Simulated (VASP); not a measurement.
# P (a cell with a defect) in VASP: single point with PBE+D3(BJ)

Aim: the single point of P (a cell with a defect) with PBE+D3(BJ).

Everything below comes from runs of VASP 6.6.1. Logs are shortened: lines on timing, memory, paths and dates and some standing lists are left out, and cuts for length are marked.

## Step 1: The cell of the first run

The cell holds a defect, 9 atoms: a = 5.329 Å, b = 5.329 Å, c = 5.360 Å, α = 101.14°, β = 101.14°, γ = 102.86°.

## Step 2: Single point, PBE+D3(BJ) (with an interstitial atom, then relaxed in part)

File INCAR:

```
SYSTEM = P
ALGO = Normal
EDIFF = 1E-6
ENCUT = 520
GGA = PE
ISIF = 2
ISMEAR = 0
IVDW = 12
LASPH = .TRUE.
LCHARG = .FALSE.
LREAL = .FALSE.
LWAVE = .FALSE.
NBANDS = 32
NELM = 60
PREC = Accurate
SIGMA = 0.1
```

File KPOINTS:

```
k-points
0
G
  5 5 5
  0 0 0
```

File POSCAR:

```
P
1.0
    3.3225242585      0.0000000000     -4.1668625431
    3.3225242585      0.0000000000      4.1668625431
   -1.6612621293     -5.0957603402      0.0000000000
P
9
Direct
    0.6264224738      0.7322695701      0.2524719526
    0.0448525598     -0.1369496229      0.1908563020
    0.1423174534      0.4969359549      0.2837932257
    0.5486405798      0.1292967997      0.3589467383
    0.4551474402      0.6369496229      0.8091436980
    0.8735775262      0.7677304299      0.7475280474
    0.9513594202      0.3707032003      0.6410532617
    0.3576825466      1.0030640451      0.7162067743
    0.7500000000      0.2500000000      0.0000000000
```

Potentials or basis: VASP PAW PBE potentials, release 64 (P).

Started as:

```bash
$ cat potpaw_PBE.64/P/POTCAR > POTCAR
$ mpirun -np 1 vasp_std > vasp.out
```

OUTCAR:

```text
SYSTEM = P
   EDIFF = 1E-6
   ENCUT = 520
   GGA = PE
   ISIF = 2
   ISMEAR = 0
   IVDW = 12
   LASPH = .TRUE.
   LREAL = .FALSE.
   NELM = 60
   PREC = Accurate
 IVDW          = 12

 ion  position               nearest neighbor table
   1  0.626  0.732  0.252-   4 2.23   5 2.29   2 2.29   3 2.66   6 2.68   9 2.94
   2  0.045  0.863  0.191-   3 2.25   6 2.29   1 2.29   4 2.63   8 2.84
   3  0.142  0.497  0.284-   2 2.25   9 2.28   7 2.47   1 2.66   5 2.84
   4  0.549  0.129  0.359-   1 2.23   7 2.30   8 2.47   9 2.50   2 2.63
   5  0.455  0.637  0.809-   8 2.25   1 2.29   6 2.29   7 2.63   3 2.84
   6  0.874  0.768  0.748-   7 2.23   2 2.29   5 2.29   8 2.66   1 2.68   9 2.94
   7  0.951  0.371  0.641-   6 2.23   4 2.30   3 2.47   9 2.50   5 2.63
   8  0.358  0.003  0.716-   5 2.25   9 2.28   4 2.47   6 2.66   2 2.84
   9  0.750  0.250  0.000-   3 2.28   8 2.28   7 2.50   4 2.50   1 2.94   6 2.94

  LATTYP: Found a base centered monoclinic cell.
 ALAT       =     6.6450485170
 B/A-ratio  =     1.2541255440
 C/A-ratio  =     0.8065730283
 COS(beta)  =    -0.3099533350

  Lattice vectors:

 A1 = (   3.3225242585,   0.0000000000,  -4.1668625431)
 A2 = (   3.3225242585,   0.0000000000,   4.1668625431)
 A3 = (  -1.6612621293,  -5.0957603402,   0.0000000000)

Analysis of symmetry for initial positions (statically):
=====================================================================
 Subroutine PRICEL returns:
 Original cell was already a primitive cell.

 Routine SETGRP: Setting up the symmetry group for a
 base centered monoclinic supercell.

 Subroutine GETGRP returns: Found  2 space group operations
 (whereof  1 operations were pure point group operations)
 out of a pool of  4 trial point group operations.

The static configuration has the point symmetry C_1 .
 The point group associated with its full space group is S_2 .

Analysis of symmetry for dynamics (positions and initial velocities):
=====================================================================
 Subroutine PRICEL returns:
 Original cell was already a primitive cell.

 Routine SETGRP: Setting up the symmetry group for a
 base centered monoclinic supercell.

 Subroutine GETGRP returns: Found  2 space group operations
 (whereof  1 operations were pure point group operations)
 out of a pool of  4 trial point group operations.

The dynamic configuration has the point symmetry C_1 .
 The point group associated with its full space group is S_2 .

 Subroutine INISYM returns: Found  2 space group operations
 (whereof  1 operations are pure point group operations),
 and found     1 'primitive' translations

----------------------------------------------------------------------------------------

                                     Primitive cell

  volume of cell :     141.0965

  direct lattice vectors                    reciprocal lattice vectors
     3.322524259  0.000000000 -4.166862543     0.150487991 -0.049060392 -0.119994359
     3.322524259  0.000000000  4.166862543     0.150487991 -0.049060392  0.119994359
    -1.661262129 -5.095760340  0.000000000     0.000000000 -0.196241568  0.000000000

  length of vectors
     5.329344322  5.329344322  5.359716905     0.198625788  0.198625788  0.196241568

  position of ions in fractional coordinates (direct lattice)
     0.626422474  0.732269570  0.252471953
     0.044852560  0.863050377  0.190856302
     0.142317453  0.496935955  0.283793226
     0.548640580  0.129296800  0.358946738
     0.455147440  0.636949623  0.809143698
     0.873577526  0.767730430  0.747528047
     0.951359420  0.370703200  0.641053262
     0.357682547  0.003064045  0.716206774
     0.750000000  0.250000000  0.000000000

  ion indices of the primitive-cell ions
   primitive index   ion index
                 1           1
                 2           2
                 3           3
                 4           4
                 5           5
                 6           6
                 7           7
                 8           8
                 9           9

----------------------------------------------------------------------------------------

 KPOINTS: k-points

Automatic generation of k-mesh.
 Grid dimensions read from file:
 generate k-points for:    5    5    5

 Generating k-lattice:

  Cartesian coordinates                     Fractional coordinates (reciprocal lattice)
     0.030097598 -0.009812078 -0.023998872     0.200000000  0.000000000  0.000000000
     0.030097598 -0.009812078  0.023998872     0.000000000  0.200000000  0.000000000
     0.000000000 -0.039248314  0.000000000     0.000000000  0.000000000  0.200000000

  Length of vectors
     0.039725158  0.039725158  0.039248314

  Shift w.r.t. Gamma in fractional coordinates (k-lattice)
     0.000000000  0.000000000  0.000000000

 Subroutine IBZKPT returns following result:
 ===========================================

 Found     63 irreducible k-points:

 Following reciprocal coordinates:
            Coordinates               Weight
  0.000000  0.000000  0.000000      1.000000
  0.200000 -0.000000  0.000000      2.000000
  0.000000 -0.200000  0.000000      2.000000
  0.400000  0.000000  0.000000      2.000000
 -0.000000 -0.400000 -0.000000      2.000000
  0.200000  0.200000  0.000000      2.000000
[... 16 lines left out ...]
  0.200000  0.200000  0.200000      2.000000
  0.400000  0.200000  0.200000      2.000000
 [... further k-points ...]
   k-points           NKPTS =     63   k-points in BZ     NKDIM =     63   number of bands    NBANDS=     32
   number of dos      NEDOS =    301   number of ions     NIONS =      9
   total plane-waves  NPLWV =  64000
   dimension x,y,z NGX =    40 NGY =   40 NGZ =   40
   dimension x,y,z NGXF=    80 NGYF=   80 NGZF=   80
   ions per type =               9
   NGX,Y,Z   is equivalent  to a cutoff of  12.48, 12.48, 12.41 a.u.
   NGXF,Y,Z  is equivalent  to a cutoff of  24.96, 24.96, 24.81 a.u.
 SYSTEM =  P
   PREC   = accura    normal or accurate (medium, high low for compatibility)
   ISTART =      0    job   : 0-new  1-cont  2-samecut
   ICHARG =      2    charge: 1-file 2-atom 10-const
   ISPIN  =      1    spin polarized calculation?
   LNONCOLLINEAR =      F non collinear calculations
   LSORBIT =      F    spin-orbit coupling
   LASPH  =      T    aspherical Exc in radial PAW
   ENCUT  =  520.0 eV  38.22 Ry    6.18 a.u.   9.91  9.91  9.97*2*pi/ulx,y,z
   NELM   =     60;   NELMIN=  2; NELMDL= -5     # of ELM steps
   EDIFF  = 0.1E-05   stopping-criterion for ELM
   LREAL  =      F    real-space projection
   EDIFFG = 0.1E-04   stopping-criterion for IOM
   NSW    =      0    number of steps for IOM
   IBRION =     -1    ionic relax: 0-MD 1-quasi-New 2-CG
   NFREE  =      0    steps in history (QN), initial steepest desc. (CG)
   ISIF   =      2    stress and relaxation
   ISYM   =      2    0-nonsym 1-usesym 2-fastsym
   POTIM  = 0.5000    time-step for ionic-motion
   TEBEG  =    0.0;   TEEND  =   0.0 temperature during run
   PSTRESS=    0.0 pullay stress
   NELECT =      45.0000    total number of electrons
   NUPDOWN=      -1.0000    fix difference up-down
   EMIN   =  10.00;   EMAX   =-10.00  energy-range for DOS
   EFERMI =   0.00;   METHOD = LEGACY
   ISMEAR =     0;   SIGMA  =   0.10  broadening in eV -4-tet -1-fermi 0-gaus
   EFERMI_NEDOS =   21; number of points for ismear=-14 and -15
   IALGO  =     38    algorithm
   IMIX   =      4    mixing-type and parameters
     AMIX     =   0.40;   BMIX     =  1.00
     AMIX_MAG =   1.60;   BMIX_MAG =  1.00
  volume/ion in A,a.u.               =      15.68       105.80
  Fermi-wavevector in a.u.,A,eV,Ry     =   1.118511  2.113679 17.021795  1.251067
  Thomas-Fermi vector in A             =   2.255143
   LORBIT       =      0    0 simple, 1 ext, 2 COOP (PROOUT), +10 PAW based schemes
   GGA     = PE    functional components
   LHFCALC =     F    Hartree Fock is set to
   AEXX    =    0.0000 exact exchange contribution
   IVDW    =    12    specifies the selected vdW correction
   LEPSILON=     F    determine dielectric tensor
   LRPA    =     F    only Hartree local field effects (RPA)
 non-spin polarized calculation
 Gauss-broadening in eV      SIGMA  =   0.10
  energy-cutoff  :      520.00
  volume of cell :      141.10
 maximum number of plane-waves:      3824
   NGX = 19   NGY = 19   NGZ = 19

 number of electron      45.0000000 magnetization

 Free energy of the ion-electron system (eV)
  ---------------------------------------------------
  ext. energy  EPLUGINS =         0.00000000
  ---------------------------------------------------
  free energy    TOTEN  =       -45.62471241 eV

  energy without entropy =      -45.61143461  energy(sigma->0) =      -45.61807351

 E-fermi :   8.5846     XC(G=0): -10.9023

 val. band max:        8.5623880637   @ k =   0.2000   0.2000   0.4000
 cond. band min:       8.5898468462   @ k =  -0.2000  -0.2000   0.4000
 fundamental gap:      0.0274587825
 Fermi energy:         8.5846479674

 k-point     1 :       0.0000    0.0000    0.0000
  band No.  band energies     occupation
      1      -7.6621      2.00000
      2      -3.6032      2.00000
      3      -3.4421      2.00000
      4      -3.4405      2.00000
      5      -2.4457      2.00000
      6      -1.9719      2.00000
[... 24 lines left out ...]
     31      13.2235      0.00000
     32      13.6641      0.00000

 k-point     2 :       0.2000   -0.0000    0.0000
  band No.  band energies     occupation
      1      -7.4694      2.00000
      2      -4.4418      2.00000
      3      -3.7097      2.00000
      4      -3.4003      2.00000
      5      -2.4654      2.00000
      6      -1.5968      2.00000
[... 24 lines left out ...]
     31      13.0986      0.00000
     32      13.2328      0.00000

 k-point     3 :       0.0000   -0.2000    0.0000
  band No.  band energies     occupation
      1      -7.4812      2.00000
      2      -4.5885      2.00000
      3      -3.6486      2.00000
      4      -2.9189      2.00000
      5      -2.2498      2.00000
      6      -2.0408      2.00000
[... 24 lines left out ...]
     31      12.7425      0.00000
     32      13.1690      0.00000

 k-point     4 :       0.4000    0.0000    0.0000
  band No.  band energies     occupation
      1      -6.9535      2.00000
      2      -5.6205      2.00000
      3      -3.8857      2.00000
      4      -3.2657      2.00000
      5      -2.7108      2.00000
      6      -0.7401      2.00000
[... 24 lines left out ...]
     31      12.7537      0.00000
     32      13.1718      0.00000

 k-point     5 :      -0.0000   -0.4000   -0.0000
  band No.  band energies     occupation
      1      -7.0114      2.00000
      2      -5.6594      2.00000
      3      -3.6927      2.00000
      4      -2.8673      2.00000
      5      -2.4762      2.00000
      6      -1.3089      2.00000
[... 584 lines left out ...]
     31      13.1539      0.00000
     32      13.2582      0.00000

 k-point    22 :      -0.0000    0.2000   -0.2000
  band No.  band energies     occupation
      1      -7.3758      2.00000
      2      -4.2629      2.00000
      3      -3.9760      2.00000
      4      -3.1393      2.00000
      5      -2.7981      2.00000
      6      -1.9234      2.00000
[... 24 lines left out ...]
     31      12.6958      0.00000
     32      13.0359      0.00000

 k-point    23 :       0.2000    0.2000    0.2000
  band No.  band energies     occupation
      1      -6.8110      2.00000
      2      -5.2480      2.00000
      3      -4.9365      2.00000
      4      -3.7013      2.00000
      5      -1.4433      2.00000
      6      -0.8104      2.00000
[... 24 lines left out ...]
     31      12.9258      0.00000
     32      13.4568      0.00000

 k-point    24 :       0.4000    0.2000    0.2000
  band No.  band energies     occupation
      1      -6.3561      2.00000
      2      -5.7312      2.00000
      3      -4.6895      2.00000
      4      -3.8136      2.00000
      5      -2.3328      2.00000
      6      -1.4285      2.00000
[... 24 lines left out ...]
     31      12.8214      0.00000
     32      13.0852      0.00000

 [... further k-points ...]

------------------------ aborting loop because EDIFF is reached ----------------------------------------

 Edisp (eV)   -4.02573

 E8    (eV) :    -1.5170

  FORCE on cell =-STRESS in cart. coord.  units (eV):
  Direction    XX          YY          ZZ          XY          YZ          ZX
  --------------------------------------------------------------------------------------
  -------------------------------------------------------------------------------------
  Total      -0.06452    -1.09719    -0.19844    -3.19549    -0.28386    -1.06250
  in kB      -0.73261   -12.45883    -2.25338   -36.28535    -3.22328   -12.06490
  external pressure =       -5.15 kB  Pullay stress =        0.00 kB

 VOLUME and BASIS-vectors are now :
 -----------------------------------------------------------------------------
  energy-cutoff  :      520.00
  volume of cell :      141.10
      direct lattice vectors                 reciprocal lattice vectors
     3.322524259  0.000000000 -4.166862543     0.150487991 -0.049060392 -0.119994359
     3.322524259  0.000000000  4.166862543     0.150487991 -0.049060392  0.119994359
    -1.661262129 -5.095760340  0.000000000     0.000000000 -0.196241568  0.000000000

 POSITION                                       TOTAL-FORCE (eV/Angst)
 -----------------------------------------------------------------------------------
      4.09487     -1.28654      0.44105         0.039070      0.024471      0.036097
      2.69947     -0.97256      3.40932        -0.049507      0.026159     -0.008222
      1.65248     -1.44614      1.47765         0.001231      0.012629      0.037514
      1.65616     -1.82911     -1.74735        -0.000783     -0.004375     -0.055338
      2.28432     -4.12320      0.75754         0.049507     -0.026159      0.008222
      4.21145     -3.80922     -0.44105        -0.039070     -0.024471     -0.036097
      3.32763     -3.26665     -2.41951         0.000783      0.004375      0.055338
      0.00878     -3.64962     -1.47765        -0.001231     -0.012629     -0.037514
      3.32252      0.00000     -2.08343         0.000000      0.000000     -0.000000
 -----------------------------------------------------------------------------------
    total drift:                               -0.000000     -0.000000      0.000000

  FREE ENERGIE OF THE ION-ELECTRON SYSTEM (eV)
  ---------------------------------------------------
  free  energy   TOTEN  =       -49.6504430130 eV

  energy  without entropy=      -49.6371652151  energy(sigma->0) =      -49.64380411
```

Wall time 2.5 min (1 thread of Intel Xeon Platinum 8559C (Emerald Rapids), shared host); peak memory 0.35 GiB.

What came out:

| Item | Value |
| --- | --- |
| Free energy | -49.6504 eV |
| Pressure | -0.5 GPa |
| Largest force | 0.059 eV/Å |
| Band gap on the k mesh | zero (an odd number of electrons rules out a gap without spin polarisation) |
| Dispersion energy per atom | -0.447 eV |

Forces on the atoms (eV/Å):
```
P    0.039  0.024  0.036
P   -0.050  0.026 -0.008
P    0.001  0.013  0.038
P   -0.001 -0.004 -0.055
P    0.050 -0.026  0.008
P   -0.039 -0.024 -0.036
P    0.001  0.004  0.055
P   -0.001 -0.013 -0.038
P    0.000  0.000  0.000
```

Levels at points of the mesh, in eV from the Fermi level:
| k point | band 20 | band 21 | band 22 | band 23 | band 24 | band 25 | band 26 | band 27 |
| --- | --- | --- | --- | --- | --- | --- | --- | --- |
| (0.00, 0.00, 0.00) | -1.59 | -1.57 | -1.36 | -0.72 | 0.79 | 2.46 | 3.28 | 3.58 |

Caveat: the cell differs from its parent crystal (with an interstitial atom, then relaxed in part).
